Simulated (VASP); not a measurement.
Runs of VASP 6.6.1 on ZnCd2SeS2. The typed cell holds 6 atoms: a = 4.119 Å, b = 4.119 Å, c = 9.895 Å, α = 90.00°, β = 90.00°, γ = 120.00°. 

```tsv
level	k mesh	smearing	gap on the mesh (eV)	pressure (GPa)	largest force (eV/Å)
PBEsol	4 × 4 × 2	fermi-dirac 0.05 eV	0.95	0.5	0.85
PBEsol	2 × 2 × 2, shifted	fermi-dirac 0.05 eV	(b)	-0.2	0.83
PBEsol+D4	1 × 1 × 1, shifted	fermi-dirac 0.05 eV	3.40	-4.8	0.97
PBE	4 × 4 × 2	fermi-dirac 0.05 eV	(a)	3.6	0.89
PBEsol	4 × 4 × 2	gaussian 0.01 eV	0.95	0.5	0.85
```

Alike in all rows: task single point; potentials or basis VASP PAW PBE potentials, release 64 (Cd, S, Zn, Se); no spin polarisation; cell as given; cutoff (eV) 520.

Estimate the missing entries.

(a) 1.08; (b) 2.97.

Caveats: all runs use coarse meshes; the PAW data sets were made with another functional, which shifts forces and pressure a little (at least some runs); a shifted mesh leaves out Γ, where band edges can lie (at least some runs).

A k mesh can miss the band edges, and the runs leave out spin-orbit coupling on Cd, Se.
